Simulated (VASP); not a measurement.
ZrO2 (Cubic zirconia): density of states with LDA

ZrO2 (Cubic zirconia):

```xyz
3
Lattice="0.0000 2.5321 2.5321 2.5321 0.0000 2.5321 2.5321 2.5321 0.0000" Properties=species:S:1:pos:R:3 pbc="T T T"
Zr    0.0000    0.0000    0.0000
O     1.2661    1.2661    1.2661
O     3.7982    3.7982    3.7982
```

```
Program                 : VASP 6.6.1
Task                    : density of states
Functional              : LDA
Potentials or basis     : VASP PAW LDA potentials, release 64 (Zr_sv, O)
Cutoff                  : 520 eV
k mesh                  : 7 × 7 × 7
Occupations             : gaussian, width 0.01 eV
Spin                    : no spin polarisation
Dipole correction       : no
k mesh for the DOS      : 11 × 11 × 11
Occupations for the DOS : tetrahedron
Further INCAR settings  : ALGO = Normal; EDIFF = 1e-06; NBANDS = 19
```

The valence electrons inside the program's atomic spheres are Zr 9.58; O 5.08.

Levels at points of the mesh, in eV from the valence-band top:
| k point | band 9 | band 10 | band 11 | band 12 | band 13 | band 14 | band 15 | band 16 |
| --- | --- | --- | --- | --- | --- | --- | --- | --- |
| (0.00, 0.00, 0.00) | -5.34 | -0.51 | -0.51 | -0.51 | 3.30 | 3.30 | 6.53 | 9.61 |

Run time: 29 s on 1 thread of Intel(R) Xeon(R) Platinum 8488C (Sapphire Rapids), with other jobs on the host, peak memory 0.15 GiB.
